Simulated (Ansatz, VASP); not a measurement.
**Two plane-wave programs on TiO2**

INCAR

```
SYSTEM = TiO2
PREC = Accurate
ENCUT = 600
EDIFF = 1E-6
ISMEAR = 0
SIGMA = 0.02
LREAL = .False.
LASPH = .True.
NELM = 120
ALGO = Normal
ISIF = 2
LWAVE = .False.
LCHARG = .False.
GGA = PE
NBANDS = 33
GGA_COMPAT = .False.
```

File KPOINTS:

```
Automatic mesh
0
Gamma
  6 6 6
  0 0 0
```

The input POSCAR:

```
TiO2
1.0
   -1.8996082686      1.8996082686      4.8485069499
    1.8996082686     -1.8996082686      4.8485069499
    1.8996082686      1.8996082686     -4.8485069499
Ti O
2 4
Direct
    0.0000000000      0.0000000000      0.0000000000
    0.7500000000      0.2500000000      0.5000000000
    0.2064947465      0.2064947465      0.0000000000
    0.9564947465      0.4564947465      0.5000000000
    0.5435052535      0.0435052535      0.5000000000
    0.7935052535      0.7935052535      0.0000000000
```

Input for Ansatz:

```yaml
crystal:
  lattice:
    - [-1.8996082686, 1.8996082686, 4.8485069499]
    - [1.8996082686, -1.8996082686, 4.8485069499]
    - [1.8996082686, 1.8996082686, -4.8485069499]
  atoms:
    - { symbol: Ti, position: [0.0, 0.0, 0.0] }
    - { symbol: Ti, position: [0.75, 0.25, 0.5] }
    - { symbol: O, position: [0.2064947465, 0.2064947465, 0.0] }
    - { symbol: O, position: [0.9564947465, 0.4564947465, 0.5] }
    - { symbol: O, position: [0.5435052535, 0.0435052535, 0.5] }
    - { symbol: O, position: [0.7935052535, 0.7935052535, 0.0] }
basis:
  ecutwfc: 420
kpoints:
  mp_grid: { grid: [6, 6, 6] }
  band_path:
    path:
      - [0.0, 0.0, 0.0]
      - [0.0, 0.0, 0.5]
      - [0.25, 0.25, 0.25]
      - [0.0, 0.5, 0.0]
      - [0.5, 0.5, -0.5]
      - [0.288375325, 0.711624675, -0.288375325]
      - [-0.288375325, 0.288375325, 0.288375325]
      - [-0.07675065, 0.07675065, 0.5]
      - [0.5, 0.5, -0.07675065]
      - [0.0, 0.0, 0.432292]
    npoints: 1
hamiltonian:
  xc: pbe
scf:
  occupations: { method: gaussian, width: 0.02 }
  n_extra_bands: 6
output:
  forces: true
  stress: true
  eigenvalues: true
```

Alike in both runs: task single point; functional PBE; k mesh 6 × 6 × 6; occupations gaussian, width 0.02 eV; no spin polarisation.

|  | VASP | Ansatz |
| --- | --- | --- |
| version | VASP 6.6.1 | Ansatz 0.2.0 |
| potentials or method | VASP PAW PBE potentials, release 64 (Ti_sv, O), cutoff 600 eV | scalar-relativistic, plane waves, PAW |
| valence electrons in the cell | 48 | 48 |

|  | VASP | Ansatz | Ansatz less VASP |
| --- | --- | --- | --- |
| gap on the k mesh at the Fermi level (eV) | 2.16 | 2.18 | +0.022 |
| least direct gap on the mesh (eV) | 2.42 | 2.44 | +0.021 |
| pressure (GPa) | 0.5 | 0.0 | -0.44 |
| traceless stress, the component that is largest in VASP (GPa) | 0.07 | 0.03 | -0.039 |
| rms of the force components (eV/Å) | 0.008 | 0.000 | -0.0082 |

Atom by atom the forces differ by 0.008 eV/Å (rms over components).
